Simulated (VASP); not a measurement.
# Sc (P6_3/mmc) in VASP: a series of runs, part 2 of 2

VASP 6.6.1.

## (4) Single point, PBEsol (strain -0.030 along x and y, +0.030 along z)

INCAR reads:

```
PREC = Accurate
ENCUT = 520
EDIFF = 1E-7
ISMEAR = 0
SIGMA = 0.15
LREAL = F
LASPH = T
NELM = 80
ALGO = Fast
ISIF = 2
LWAVE = F
LCHARG = F
GGA = PS
NBANDS = 18
```

KPOINTS reads:

```
regular mesh
0
Gamma
  18 18 10
```

POSCAR reads:

```
Sc
1.0
    3.2095339604      0.0000000000      0.0000000000
   -1.6047669802      2.7795379440      0.0000000000
    0.0000000000      0.0000000000      5.4260400000
Sc
2
Direct
    0.3333333333      0.6666666667      0.2500000000
    0.6666666667      0.3333333333      0.7500000000
```

Potentials or basis: VASP PAW PBE potentials, release 64 (Sc_sv).

The run is started by

```
> cat potpaw_PBE.64/Sc_sv/POTCAR > POTCAR
> mpirun -np 1 vasp_std > vasp.out
```

OUTCAR:

```text
PREC = Accurate
   ENCUT = 520
   EDIFF = 1E-7
   ISMEAR = 0
   LREAL = F
   LASPH = T
   NELM = 80
   ISIF = 2
   GGA = PS

 ion  position               nearest neighbor table
   1  0.333  0.667  0.250-   2 3.29   2 3.29   2 3.29   2 3.29   2 3.29   2 3.29
   2  0.667  0.333  0.750-   1 3.29   1 3.29   1 3.29   1 3.29   1 3.29   1 3.29

  LATTYP: Found a hexagonal cell.
 ALAT       =     3.2095339604
 C/A-ratio  =     1.6906005878

  Lattice vectors:

[... 692 lines left out ...]

 [... further k-points ...]

------------------------ aborting loop because EDIFF is reached ----------------------------------------

  FORCE on cell =-STRESS in cart. coord.  units (eV):
  Direction    XX          YY          ZZ          XY          YZ          ZX
  --------------------------------------------------------------------------------------
  -------------------------------------------------------------------------------------
  Total        0.2974425      0.2974425     -1.4443442      0.0000000      0.0000000     -0.0000000
  in kB        9.8450086      9.8450086    -47.8061428      0.0000000      0.0000000     -0.0000000
  external PRESSURE =      -9.3720419 kB  Pullay stress =       0.0000000 kB

 VOLUME and BASIS-vectors are now :
 -----------------------------------------------------------------------------
  energy-cutoff  :      520.00
  volume of cell :       48.41
      direct lattice vectors                 reciprocal lattice vectors
     3.209533960  0.000000000  0.000000000     0.311571715  0.179886013  0.000000000
    -1.604766980  2.779537944  0.000000000     0.000000000  0.359772027  0.000000000
     0.000000000  0.000000000  5.426040000     0.000000000  0.000000000  0.184296467

 POSITION                                       TOTAL-FORCE (eV/Angst)
 -----------------------------------------------------------------------------------
     -0.00000      1.85303      1.35651         0.000000     -0.000000      0.000000
      1.60477      0.92651      4.06953        -0.000000      0.000000      0.000000
 -----------------------------------------------------------------------------------
    total drift:                               -0.000000      0.000000     -0.000000

  FREE ENERGIE OF THE ION-ELECTRON SYSTEM (eV)
  ---------------------------------------------------
  free  energy   TOTEN  =       -13.1786629290 eV

  energy  without entropy=      -13.1263086085  energy(sigma->0) =      -13.15248577
```

OSZICAR:

```text
N       E                     dE             d eps       ncg     rms          rms(c)
DAV:   1     0.357572287035E+03    0.35757E+03   -0.10997E+04  8040   0.131E+03
DAV:   2     0.548339650384E+01   -0.35209E+03   -0.34526E+03  9776   0.542E+02
DAV:   3    -0.143223509790E+02   -0.19806E+02   -0.19100E+02 13022   0.155E+02
DAV:   4    -0.147147477899E+02   -0.39240E+00   -0.38887E+00 12190   0.196E+01
DAV:   5    -0.147196190195E+02   -0.48712E-02   -0.48696E-02 13550   0.238E+00    0.802E+00
RMM:   6    -0.132831154168E+02    0.14365E+01   -0.19608E+00  8302   0.180E+01    0.271E+00
RMM:   7    -0.131969552024E+02    0.86160E-01   -0.36628E+00 10546   0.140E+01    0.143E+00
RMM:   8    -0.131702495529E+02    0.26706E-01   -0.21287E-01  8827   0.526E+00    0.535E-01
RMM:   9    -0.131768417278E+02   -0.65922E-02   -0.11769E-01 11009   0.198E+00    0.133E-01
RMM:  10    -0.131781854532E+02   -0.13437E-02   -0.20348E-02 11621   0.851E-01    0.613E-02
RMM:  11    -0.131785149781E+02   -0.32952E-03   -0.45226E-03 11565   0.503E-01    0.364E-02
RMM:  12    -0.131786200521E+02   -0.10507E-03   -0.13572E-03 12230   0.213E-01    0.774E-03
RMM:  13    -0.131786607823E+02   -0.40730E-04   -0.38215E-04 12446   0.116E-01    0.988E-03
RMM:  14    -0.131786623968E+02   -0.16145E-05   -0.70328E-05 12705   0.450E-02    0.570E-03
RMM:  15    -0.131786623119E+02    0.84869E-07   -0.24863E-05 11681   0.341E-02    0.121E-03
RMM:  16    -0.131786629175E+02   -0.60554E-06   -0.70849E-06 10778   0.126E-02    0.602E-04
RMM:  17    -0.131786629834E+02   -0.65974E-07   -0.19031E-06  9787   0.675E-03    0.245E-04
RMM:  18    -0.131786629290E+02    0.54382E-07   -0.50747E-07  9346   0.456E-03
   1 F= -.13178663E+02 E0= -.13152486E+02  d E =-.523543E-01
```

Run time: 2.3 min. Hardware: 1 thread of AMD EPYC 9R45 (Zen 5), shared host; peak memory 0.24 GiB.

Results:

- Free energy: -13.1787 eV
- Pressure: -0.9 GPa
- Band gap on the k mesh: zero (bands 11 and 12 overlap by 1.10 eV)

Levels at points of the mesh, in eV from the Fermi level:
```csv
k point,band 7,band 8,band 9,band 10,band 11,band 12,band 13,band 14,band 15,band 16
"(0.00, 0.00, 0.00)",-27.66,-27.66,-5.19,-1.85,0.10,1.41,1.67,1.67,2.01,2.01
"(0.50, 0.00, 0.00)",-27.76,-27.72,-1.54,-1.07,-0.79,-0.11,1.06,1.58,1.66,3.97
"(0.00, 0.00, 0.50)",-27.68,-27.68,-3.78,-3.78,0.67,0.67,1.66,1.66,1.66,1.66
"(0.50, 0.00, 0.50)",-27.76,-27.76,-1.52,-1.52,-0.03,-0.03,1.30,1.30,2.59,2.59
```

Caveat: the cell differs from its parent crystal (strain -0.030 along x and y, +0.030 along z); the PAW data sets were made with another functional, which shifts forces and pressure a little.

## (5) Single point, PBEsol (strain +0.000 along x and y, -0.030 along z)

INCAR reads:

```
ALGO = Fast
EDIFF = 1E-6
ENCUT = 520
GGA = PS
ISIF = 2
ISMEAR = 0
LASPH = True
LCHARG = False
LREAL = False
LWAVE = False
NBANDS = 18
NELM = 80
PREC = Accurate
SIGMA = 0.15
```

KPOINTS reads:

```
k-points
0
Gamma
  18 18 10
```

POSCAR reads:

```
Sc
1.0
    3.3087978973      0.0000000000      0.0000000000
   -1.6543989486      2.8655030350      0.0000000000
    0.0000000000      0.0000000000      5.1099600000
Sc
2
Direct
    0.3333333333      0.6666666667      0.2500000000
    0.6666666667      0.3333333333      0.7500000000
```

The run is started by

```
> cat potpaw_PBE.64/Sc_sv/POTCAR > POTCAR
> mpirun -np 1 vasp_std > vasp.out
```

It took 2.8 min on 1 thread of AMD EPYC 9R45 (Zen 5), shared host; peak memory 0.26 GiB.

The run converged. Its results:

| Quantity | Value |
| --- | --- |
| Free energy | -13.2289 eV |
| Pressure | -1.4 GPa |
| Band gap on the k mesh | zero (bands 11 and 12 overlap by 1.55 eV) |

Stress tensor (GPa, compression positive):
```
-1.54  0.00  0.00
 0.00 -1.54  0.00
 0.00  0.00 -1.06
```

Levels at points of the mesh, in eV from the Fermi level:
```tsv
k point	band 9	band 10	band 11	band 12	band 13	band 14
(0.00, 0.00, 0.00)	-5.16	-1.65	0.73	1.60	1.60	1.92
(0.50, 0.00, 0.00)	-1.64	-1.08	-0.68	-0.35	1.32	1.35
(0.00, 0.00, 0.50)	-3.58	-3.58	1.02	1.02	1.50	1.50
(0.50, 0.00, 0.50)	-1.50	-1.50	0.08	0.08	1.31	1.31
```

Caveat: the cell differs from its parent crystal (strain +0.000 along x and y, -0.030 along z); the PAW data sets were made with another functional, which shifts forces and pressure a little.

## (6) Single point, PBEsol (strain -0.015 along x and y, +0.000 along z)

INCAR reads:

```
PREC = Accurate
ENCUT = 520
EDIFF = 1E-6
ISMEAR = 0
SIGMA = 0.15
LREAL = F
LASPH = T
NELM = 100
ALGO = Fast
ISIF = 2
LWAVE = F
LCHARG = T
GGA = PS
LELF = T
LVHAR = T
NBANDS = 18
```

KPOINTS reads:

```
regular mesh
0
Gamma
  18 18 10
```

POSCAR reads:

```
Sc
1.0
    3.2591659288      0.0000000000      0.0000000000
   -1.6295829644      2.8225204895      0.0000000000
    0.0000000000      0.0000000000      5.2680000000
Sc
2
Direct
    0.3333333333      0.6666666667      0.2500000000
    0.6666666667      0.3333333333      0.7500000000
```

Potentials or basis: VASP PAW PBE potentials, release 64 (Sc_sv).

The run is started by

```
> cat potpaw_PBE.64/Sc_sv/POTCAR > POTCAR
> mpirun -np 1 vasp_std > vasp.out
```

It took 1.9 min on 1 thread of AMD EPYC 9R45 (Zen 5), shared host; peak memory 0.25 GiB.

It converged, with:

```yaml
Free_energy: -13.2177 eV
Pressure: -1.2 GPa
Band_gap_on_the_k_mesh: zero (bands 11 and 12 overlap by 1.32 eV)
```

Stress tensor (GPa, compression positive):
```
-0.22  0.00  0.00
 0.00 -0.22  0.00
 0.00  0.00 -3.09
```

Levels at points of the mesh, in eV from the Fermi level:
```tsv
k point	band 8	band 9	band 10	band 11	band 12	band 13	band 14	band 15
(0.00, 0.00, 0.00)	-27.65	-5.18	-1.74	0.39	1.64	1.64	1.66	2.05
(0.50, 0.00, 0.00)	-27.71	-1.59	-1.07	-0.75	-0.24	1.19	1.48	1.75
(0.00, 0.00, 0.50)	-27.69	-3.69	-3.69	0.84	0.84	1.59	1.59	1.59
(0.50, 0.00, 0.50)	-27.76	-1.51	-1.51	0.03	0.03	1.29	1.29	2.49
```

Caveat: the cell differs from its parent crystal (strain -0.015 along x and y, +0.000 along z); the PAW data sets were made with another functional, which shifts forces and pressure a little.

## (7) The runs side by side

```tsv
cell	further INCAR settings	gap on the mesh (eV)	pressure (GPa)
a = 3.210, b = 3.210, c = 5.347 Å, angles 90.0, 90.0, 120.0°, 2 atoms	ALGO = Fast; EDIFF = 1e-06; NBANDS = 18	none	-0.2
a = 3.259, b = 3.259, c = 5.189 Å, angles 90.0, 90.0, 120.0°, 2 atoms	ALGO = Fast; EDIFF = 1e-06; NBANDS = 18	none	-0.4
a = 3.210, b = 3.210, c = 5.426 Å, angles 90.0, 90.0, 120.0°, 2 atoms	ALGO = Fast; EDIFF = 1e-07; NBANDS = 18	none	-0.9
a = 3.309, b = 3.309, c = 5.110 Å, angles 90.0, 90.0, 120.0°, 2 atoms	ALGO = Fast; EDIFF = 1e-06; NBANDS = 18	none	-1.4
a = 3.259, b = 3.259, c = 5.268 Å, angles 90.0, 90.0, 120.0°, 2 atoms	ALGO = Fast; EDIFF = 1e-06; NBANDS = 18	none	-1.2
```

Alike in all rows: task single point; level PBEsol; potentials or basis VASP PAW PBE potentials, release 64 (Sc_sv); no spin polarisation; k mesh 18 × 18 × 10; cutoff (eV) 520; smearing gaussian 0.15 eV.

Caveats: the PAW data sets were made with another functional, which shifts forces and pressure a little.

Absolute energies hang on the potentials; compare differences alone.
